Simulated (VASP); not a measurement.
# Ni (Fm-3m) in VASP: further runs, part 2 of 2

VASP 6.6.1. The steps go on from the part before.

**4. Single point, LDA, collinear spin, ferromagnetic start**

This run uses another cell than the first one, of 10.04 Å³/atom, 1.004 times its volume.

The input, INCAR:

```
ALGO = Normal
EDIFF = 1E-6
ENCUT = 520
GGA = CA
ISIF = 2
ISMEAR = -1
ISPIN = 2
LASPH = T
LCHARG = T
LELF = T
LMAXMIX = 4
LORBIT = 11
LREAL = F
LVHAR = T
LWAVE = F
MAGMOM = 0.607
NBANDS = 15
NELM = 150
PREC = Accurate
SIGMA = 0.05
```

The input, KPOINTS:

```
k-points
0
Gamma
  4 4 4
```

The input, POSCAR:

```
Ni
1.0
    0.0000000000      1.7124646296      1.7124646296
    1.7124646296      0.0000000000      1.7124646296
    1.7124646296      1.7124646296      0.0000000000
Ni
1
Direct
    0.0000000000      0.0000000000      0.0000000000
```

Potentials or basis: VASP PAW LDA potentials, release 64 (Ni).

Started as:

```sh
> cat potpaw_LDA.64/Ni/POTCAR > POTCAR
> mpirun -np 1 vasp_std > vasp.out
```

OUTCAR:

```text
EDIFF = 1E-6
   ENCUT = 520
   GGA = CA
   ISIF = 2
   ISMEAR = -1
   ISPIN = 2
   LASPH = T
   LORBIT = 11
   LREAL = F
   NELM = 150
   PREC = Accurate

 ion  position               nearest neighbor table
   1  0.000  0.000  0.000-

  LATTYP: Found a face centered cubic cell.
 ALAT       =     3.4249292592

  Lattice vectors:

 A1 = (   0.0000000000,   1.7124646296,   1.7124646296)
 A2 = (   1.7124646296,   0.0000000000,   1.7124646296)
 A3 = (   1.7124646296,   1.7124646296,   0.0000000000)

Analysis of symmetry for initial positions (statically):
=====================================================================
 Subroutine PRICEL returns:
 Original cell was already a primitive cell.

 Routine SETGRP: Setting up the symmetry group for a
 face centered cubic supercell.

 Subroutine GETGRP returns: Found 48 space group operations
 (whereof 48 operations were pure point group operations)
 out of a pool of 48 trial point group operations.

The static configuration has the point symmetry O_h .

Analysis of symmetry for dynamics (positions and initial velocities):
[... 325 lines left out ...]
     12      42.4682      0.00000
     13      42.4682      0.00000
     14      45.2732      0.00000
[... 113 lines left out ...]
      2       7.3774      1.00000
      3       7.3774      1.00000
      4       9.3506      1.00000
      5      10.5446      0.00770
      6      18.6437      0.00000
      7      18.6437      0.00000
      8      21.0304      0.00000
      9      22.3444      0.00000
     10      42.1402      0.00000
     11      42.1402      0.00000
     12      44.6862      0.00000
     13      49.9383      0.00000
     14      57.9646      0.00000
     15      62.0729      0.00000

------------------------ aborting loop because EDIFF is reached ----------------------------------------

  FORCE on cell =-STRESS in cart. coord.  units (eV):
  Direction    XX          YY          ZZ          XY          YZ          ZX
  --------------------------------------------------------------------------------------
  -------------------------------------------------------------------------------------
  Total       -0.2448305     -0.2448305     -0.2448305     -0.0000000      0.0000000      0.0000000
  in kB      -39.0554122    -39.0554122    -39.0554122     -0.0000000      0.0000000      0.0000000
  external PRESSURE =     -39.0554122 kB  Pullay stress =       0.0000000 kB

 VOLUME and BASIS-vectors are now :
 -----------------------------------------------------------------------------
  energy-cutoff  :      520.00
  volume of cell :       10.04
      direct lattice vectors                 reciprocal lattice vectors
     0.000000000  1.712464630  1.712464630    -0.291976833  0.291976833  0.291976833
     1.712464630  0.000000000  1.712464630     0.291976833 -0.291976833  0.291976833
     1.712464630  1.712464630  0.000000000     0.291976833  0.291976833 -0.291976833

 POSITION                                       TOTAL-FORCE (eV/Angst)
 -----------------------------------------------------------------------------------
      0.00000      0.00000      0.00000        -0.000000      0.000000      0.000000
 -----------------------------------------------------------------------------------
    total drift:                                0.000000     -0.000000     -0.000000

  FREE ENERGIE OF THE ION-ELECTRON SYSTEM (eV)
  ---------------------------------------------------
  free  energy   TOTEN  =        -6.6753899764 eV

  energy  without entropy=       -6.6607364929  energy(sigma->0) =       -6.66806323

 total charge

# of ion       s       p       d       tot
------------------------------------------
    1        0.526   0.582   8.360   9.467

 magnetization (x)

# of ion       s       p       d       tot
------------------------------------------
    1       -0.010  -0.021   0.626   0.596
```

OSZICAR:

```text
N       E                     dE             d eps       ncg     rms          rms(c)
DAV:   1     0.331461032659E+02    0.33146E+02   -0.43099E+03   512   0.885E+02
DAV:   2    -0.634248973799E+01   -0.39489E+02   -0.35873E+02   550   0.166E+02
DAV:   3    -0.775464845538E+01   -0.14122E+01   -0.14092E+01   585   0.313E+01
DAV:   4    -0.776164313955E+01   -0.69947E-02   -0.69940E-02   634   0.209E+00
DAV:   5    -0.776172159169E+01   -0.78452E-04   -0.78453E-04   558   0.173E-01    0.109E+01
DAV:   6    -0.695601449890E+01    0.80571E+00   -0.11021E+01   648   0.386E+01    0.567E+00
DAV:   7    -0.671655840381E+01    0.23946E+00   -0.24108E+00   578   0.151E+01    0.248E+00
DAV:   8    -0.667969003671E+01    0.36868E-01   -0.94642E-02   635   0.286E+00    0.874E-01
DAV:   9    -0.667637232720E+01    0.33177E-02   -0.31763E-03   774   0.395E-01    0.234E-01
DAV:  10    -0.667541556519E+01    0.95676E-03   -0.40997E-04   688   0.152E-01    0.761E-02
DAV:  11    -0.667539373397E+01    0.21831E-04   -0.10914E-05   599   0.439E-02    0.528E-02
DAV:  12    -0.667539140305E+01    0.23309E-05   -0.36566E-06   436   0.128E-02    0.240E-02
DAV:  13    -0.667538999179E+01    0.14113E-05   -0.11091E-05   532   0.276E-02    0.245E-03
DAV:  14    -0.667538997644E+01    0.15350E-07   -0.26928E-07   338   0.443E-03
   1 F= -.66753900E+01 E0= -.66680632E+01  d E =-.146535E-01  mag=     0.5937
```

Run time: 3.7 s. Hardware: 1 thread of Intel Xeon Platinum 8488C (Sapphire Rapids), shared host; peak memory 0.11 GiB.

What came out:

```yaml
Free_energy: -6.6754 eV
Pressure: -3.9 GPa
Net_moment: 0.59 μB per cell
Site_moments: Ni +0.60 μB
Valence_electrons_inside_the_program's_atomic_spheres: Ni 9.47
```

Caveat: the k points lie up to 0.79 Å⁻¹ apart.

**5. Single point, LDA, collinear spin, ferromagnetic start**

This run uses another cell than the first one, of 10.04 Å³/atom, 1.004 times its volume.

The input, INCAR:

```
SYSTEM = Ni
PREC = Accurate
ENCUT = 520
EDIFF = 1E-6
ISMEAR = -1
SIGMA = 0.05
LREAL = .False.
LASPH = .True.
NELM = 150
ALGO = Normal
ISIF = 2
LWAVE = .False.
LCHARG = .False.
ISPIN = 2
MAGMOM = 0.607
LORBIT = 11
LMAXMIX = 4
NBANDS = 15
```

The input, KPOINTS:

```
regular mesh
0
Gamma
  6 6 6
  0 0 0
```

POSCAR is that of step 4.

Potentials or basis: VASP PAW LDA potentials, release 64 (Ni).

Started as:

```sh
> cat potpaw_LDA.64/Ni/POTCAR > POTCAR
> mpirun -np 1 vasp_std > vasp.out
```

OUTCAR:

```text
SYSTEM = Ni
   PREC = Accurate
   ENCUT = 520
   EDIFF = 1E-6
   ISMEAR = -1
   LREAL = .False.
   LASPH = .True.
   NELM = 150
   ISIF = 2
   ISPIN = 2
   LORBIT = 11

 ion  position               nearest neighbor table
   1  0.000  0.000  0.000-

  LATTYP: Found a face centered cubic cell.
 ALAT       =     3.4249292592

  Lattice vectors:

 A1 = (   0.0000000000,   1.7124646296,   1.7124646296)
 A2 = (   1.7124646296,   0.0000000000,   1.7124646296)
 A3 = (   1.7124646296,   1.7124646296,   0.0000000000)

Analysis of symmetry for initial positions (statically):
=====================================================================
 Subroutine PRICEL returns:
 Original cell was already a primitive cell.

 Routine SETGRP: Setting up the symmetry group for a
 face centered cubic supercell.

 Subroutine GETGRP returns: Found 48 space group operations
 (whereof 48 operations were pure point group operations)
 out of a pool of 48 trial point group operations.

The static configuration has the point symmetry O_h .

[... 476 lines left out ...]
     10      39.1054      0.00000
     11      42.4792      0.00000
     12      42.4792      0.00000
     13      42.4792      0.00000
     14      45.2669      0.00000
[... 257 lines left out ...]
      2       6.6819      1.00000
      3       8.4060      1.00000
      4       9.6763      0.99949
      5      10.5678      0.00004
      6      16.1542      0.00000
      7      20.7947      0.00000
      8      21.3783      0.00000
      9      23.1611      0.00000
     10      37.3509      0.00000
     11      41.2893      0.00000
     12      47.5963      0.00000
     13      53.7046      0.00000
     14      58.1817      0.00000
     15      60.3769      0.00000

------------------------ aborting loop because EDIFF is reached ----------------------------------------

  FORCE on cell =-STRESS in cart. coord.  units (eV):
  Direction    XX          YY          ZZ          XY          YZ          ZX
  --------------------------------------------------------------------------------------
  -------------------------------------------------------------------------------------
  Total       -0.0766898     -0.0766898     -0.0766898      0.0000000      0.0000000      0.0000000
  in kB      -12.2335818    -12.2335818    -12.2335818      0.0000000      0.0000000      0.0000000
  external PRESSURE =     -12.2335818 kB  Pullay stress =       0.0000000 kB

 VOLUME and BASIS-vectors are now :
 -----------------------------------------------------------------------------
  energy-cutoff  :      520.00
  volume of cell :       10.04
      direct lattice vectors                 reciprocal lattice vectors
     0.000000000  1.712464630  1.712464630    -0.291976833  0.291976833  0.291976833
     1.712464630  0.000000000  1.712464630     0.291976833 -0.291976833  0.291976833
     1.712464630  1.712464630  0.000000000     0.291976833  0.291976833 -0.291976833

 POSITION                                       TOTAL-FORCE (eV/Angst)
 -----------------------------------------------------------------------------------
      0.00000      0.00000      0.00000         0.000000      0.000000      0.000000
 -----------------------------------------------------------------------------------
    total drift:                                0.000000     -0.000000     -0.000000

  FREE ENERGIE OF THE ION-ELECTRON SYSTEM (eV)
  ---------------------------------------------------
  free  energy   TOTEN  =        -6.6123434414 eV

  energy  without entropy=       -6.6015314363  energy(sigma->0) =       -6.60693744

 total charge

# of ion       s       p       d       tot
------------------------------------------
    1        0.536   0.581   8.352   9.469

 magnetization (x)

# of ion       s       p       d       tot
------------------------------------------
    1       -0.008  -0.024   0.669   0.637
```

OSZICAR:

```text
N       E                     dE             d eps       ncg     rms          rms(c)
DAV:   1     0.317082212069E+02    0.31708E+02   -0.41968E+03  1008   0.898E+02
DAV:   2    -0.633175411300E+01   -0.38040E+02   -0.35374E+02  1072   0.163E+02
DAV:   3    -0.773376672573E+01   -0.14020E+01   -0.13465E+01  1142   0.305E+01
DAV:   4    -0.774096691909E+01   -0.72002E-02   -0.71995E-02  1191   0.216E+00
DAV:   5    -0.774103751070E+01   -0.70592E-04   -0.70591E-04  1185   0.188E-01    0.108E+01
DAV:   6    -0.689239502739E+01    0.84864E+00   -0.12260E+01  1368   0.403E+01    0.540E+00
DAV:   7    -0.663910172388E+01    0.25329E+00   -0.17785E+00  1178   0.142E+01    0.218E+00
DAV:   8    -0.661460408380E+01    0.24498E-01   -0.39841E-02  1282   0.150E+00    0.927E-01
DAV:   9    -0.661305527516E+01    0.15488E-02   -0.10754E-03  1536   0.217E-01    0.315E-01
DAV:  10    -0.661230976128E+01    0.74551E-03   -0.10835E-03  1373   0.219E-01    0.121E-01
DAV:  11    -0.661234260980E+01   -0.32849E-04   -0.40664E-05  1332   0.543E-02    0.329E-02
DAV:  12    -0.661234344142E+01   -0.83162E-06   -0.37383E-06  1023   0.123E-02
   1 F= -.66123434E+01 E0= -.66069374E+01  d E =-.108120E-01  mag=     0.6361
```

Wall time 4.7 s (1 thread of Intel Xeon Platinum 8488C (Sapphire Rapids), shared host); peak memory 0.11 GiB.

What came out:

- Free energy: -6.6123 eV
- Pressure: -1.2 GPa
- Net moment: 0.63 μB per cell
- Site moments: Ni +0.64 μB
- Valence electrons inside the program's atomic spheres: Ni 9.47

Levels at points of the mesh, in eV from the Fermi level:
Spin up:
| k point | band 3 | band 4 | band 5 | band 6 | band 7 | band 8 |
| --- | --- | --- | --- | --- | --- | --- |
| (0.00, 0.00, 0.00) | -2.46 | -2.46 | -1.20 | -1.20 | 24.62 | 29.00 |
| (0.50, 0.00, 0.00) | -2.49 | -0.41 | -0.41 | -0.24 | 6.44 | 23.10 |
| (0.50, 0.50, 0.00) | -0.40 | -0.22 | -0.22 | 2.67 | 10.14 | 15.69 |
Spin down:
```tsv
k point	band 1	band 2	band 3	band 4	band 5	band 6	band 7	band 8	band 9	band 10
(0.00, 0.00, 0.00)	-9.35	-1.82	-1.82	-1.82	-0.57	-0.57	24.60	29.05	29.05	29.05
(0.50, 0.00, 0.00)	-4.73	-1.89	-1.89	-0.21	0.29	0.29	6.84	23.07	26.25	26.25
(0.50, 0.50, 0.00)	-4.62	-3.93	0.26	0.51	0.51	2.72	10.45	15.76	15.76	21.24
```

Caveat: the k points lie up to 0.53 Å⁻¹ apart.

**6. Summary**

```tsv
spin	cell	k mesh	smearing	gap on the mesh (eV)	pressure (GPa)	moment (μB)
off	a = 2.419 Å, angles 60.0°, 1 atom	26 × 26 × 26	fermi-dirac 0.1 eV	none	0.0	-
collinear, ferromagnetic start	a = 2.422 Å, angles 60.0°, 1 atom	3 × 3 × 3	fermi-dirac 0.05 eV	none	9.8	1.11
collinear, ferromagnetic start	a = 2.422 Å, angles 60.0°, 1 atom	4 × 4 × 4	fermi-dirac 0.05 eV	none	-3.9	0.59
collinear, ferromagnetic start	a = 2.422 Å, angles 60.0°, 1 atom	6 × 6 × 6	fermi-dirac 0.05 eV	none	-1.2	0.63
```

Alike in all rows: task single point; level LDA; potentials or basis VASP PAW LDA potentials, release 64 (Ni); cutoff (eV) 520.

Caveats: some runs use coarse meshes.

Absolute energies hang on the potentials; compare differences alone.
